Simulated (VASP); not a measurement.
Runs of VASP 6.6.1 on KH3. The structure is that of space group I4/mcm (No. 140), or close to it. The cells are those of the table. 

```csv
task,cell,k mesh,cutoff (eV),smearing,gap on the mesh (eV),pressure (GPa),largest force (eV/Å)
single point,"a = 7.738 Å, angles 113.2, 113.2, 102.3°, 8 atoms",8 × 8 × 8,520,gaussian 0.1 eV,2.59,0.0,0.01
relaxation of cell and atoms,"relaxed from a = 7.738 Å, angles 113.2, 113.2, 102.3°, 8 atoms",4 × 4 × 4,600,gaussian 0.02 eV,2.60,0.0,-
single point,"a = 7.738 Å, angles 113.2, 113.2, 102.3°, 8 atoms",4 × 4 × 4,520,gaussian 0.02 eV,2.59,0.0,0.01
single point,"a = 6.728 Å, angles 120.0, 120.0, 90.0°, 8 atoms",4 × 4 × 4,520,gaussian 0.1 eV,none,(a),0.09
```

Alike in all rows: level PBE; potentials or basis VASP PAW PBE potentials, release 64 (K_sv, H); no spin polarisation.

Question: Estimate the missing entries.

Answer: (a) 1.3.

A k mesh can miss the band edges.

A gap of «none» marks levels without a gap at the run's occupations.
